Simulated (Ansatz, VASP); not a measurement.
**Two plane-wave programs on Si**

INCAR

```
SYSTEM = Si
PREC = Accurate ; ENCUT = 500
EDIFF = 1E-6 ; ISMEAR = 0
SIGMA = 0.02 ; LREAL = .False.
LASPH = .True. ; NELM = 120
ALGO = Normal ; ISIF = 2
LWAVE = .False. ; LCHARG = .False.
GGA = PE ; NBANDS = 11
GGA_COMPAT = .False.
```

File KPOINTS:

```
Automatic mesh
0
Gamma
  8 8 8
  0 0 0
```

Contents of POSCAR:

```
Si
1.0
    0.0000000000      2.7349661875      2.7349661875
    2.7349661875      0.0000000000      2.7349661875
    2.7349661875      2.7349661875      0.0000000000
Si
2
Direct
    0.0000000000      0.0000000000      0.0000000000
    0.2500000000      0.2500000000      0.2500000000
```

Input for Ansatz:

```yaml
crystal:
  lattice:
    - [0.0, 2.7349661875, 2.7349661875]
    - [2.7349661875, 0.0, 2.7349661875]
    - [2.7349661875, 2.7349661875, 0.0]
  atoms:
    - { symbol: Si, position: [0.0, 0.0, 0.0] }
    - { symbol: Si, position: [0.25, 0.25, 0.25] }
basis:
  ecutwfc: 420
kpoints:
  mp_grid: { grid: [8, 8, 8] }
  band_path:
    path:
      - [[0.0, 0.0, 0.0], [0.5, 0.0, 0.5], [0.625, 0.25, 0.625]]
      - [[0.375, 0.375, 0.75], [0.0, 0.0, 0.0], [0.5, 0.5, 0.5], [0.5, 0.25, 0.75], [0.5, 0.0, 0.5]]
    npoints: 10
hamiltonian:
  xc: pbe
scf:
  occupations: { method: gaussian, width: 0.02 }
  n_extra_bands: 7
output:
  forces: true
  stress: true
  eigenvalues: true
```

Alike in both runs: task single point; functional PBE; k mesh 8 × 8 × 8; occupations gaussian, width 0.02 eV; no spin polarisation.

|  | VASP | Ansatz |
| --- | --- | --- |
| version | VASP 6.6.1 | Ansatz 0.2.0 |
| potentials or method | VASP PAW PBE potentials, release 64 (Si), cutoff 500 eV | scalar-relativistic, plane waves, PAW |
| valence electrons in the cell | 8 | 8 |

|  | VASP | Ansatz | Ansatz less VASP |
| --- | --- | --- | --- |
| gap on the k mesh at the Fermi level (eV) | 0.65 | 0.65 | -0.003 |
| least direct gap on the mesh (eV) | 2.56 | 2.55 | -0.005 |
| pressure (GPa) | -0.1 | 0.0 | +0.08 |
